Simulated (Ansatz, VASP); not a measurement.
## Two plane-wave programs on ZrSi2

INCAR

```
PREC = Accurate
ENCUT = 520
EDIFF = 1E-6
ISMEAR = 0
SIGMA = 0.15
LREAL = False
LASPH = True
NELM = 80
ALGO = Normal
ISIF = 2
LWAVE = False
LCHARG = True
GGA = PS
LELF = True
LVHAR = True
NBANDS = 29
```

The input KPOINTS:

```
regular mesh
0
Gamma
  10 10 10
```

POSCAR

```
ZrSi2
1.0
    1.8371292758     -7.2829450145      0.0000000000
    1.8371292758      7.2829450145      0.0000000000
    0.0000000000      0.0000000000      3.6567655751
Zr Si
2 4
Direct
    0.8952826024      0.1047173976      0.7500000000
    0.1047173976      0.8952826024      0.2500000000
    0.5539585034      0.4460414966      0.7500000000
    0.4460414966      0.5539585034      0.2500000000
    0.2502317899      0.7497682101      0.7500000000
    0.7497682101      0.2502317899      0.2500000000
```

Input for Ansatz:

```yaml
crystal:
  lattice:
    - [1.8371292758, -7.2829450145, 0.0]
    - [1.8371292758, 7.2829450145, 0.0]
    - [0.0, 0.0, 3.6567655751]
  atoms:
    - { symbol: Zr, position: [0.8952826024, 0.1047173976, 0.75] }
    - { symbol: Zr, position: [0.1047173976, 0.8952826024, 0.25] }
    - { symbol: Si, position: [0.5539585034, 0.4460414966, 0.75] }
    - { symbol: Si, position: [0.4460414966, 0.5539585034, 0.25] }
    - { symbol: Si, position: [0.2502317899, 0.7497682101, 0.75] }
    - { symbol: Si, position: [0.7497682101, 0.2502317899, 0.25] }
basis:
  ecutwfc: 420
kpoints:
  mp_grid: { grid: [10, 10, 10] }
hamiltonian:
  xc: pbesol
scf:
  occupations: { method: gaussian, width: 0.15 }
output:
  forces: true
  stress: true
  eigenvalues: true
```

Alike in both runs: task single point; functional PBEsol; k mesh 10 × 10 × 10; occupations gaussian, width 0.15 eV; no spin polarisation.

|  | VASP | Ansatz |
| --- | --- | --- |
| version | VASP 6.6.1 | Ansatz 0.2.0 |
| potentials or method | VASP PAW PBE potentials, release 64 (Zr_sv, Si), cutoff 520 eV | scalar-relativistic, plane waves, PAW |
| valence electrons in the cell | 40 | 40 |

Ansatz gave:

| Property | Result |
| --- | --- |
| gap on the k mesh at the Fermi level (eV) | none |
| pressure (GPa) | 0.0 |

Task: What did VASP give for the same quantities?

Result: gap on the k mesh at the Fermi level (eV): none; pressure (GPa): 0.2.

VASP's potentials were made for PBE, not for PBEsol. A gap of «none» marks a metal or a gap that the smearing closes.
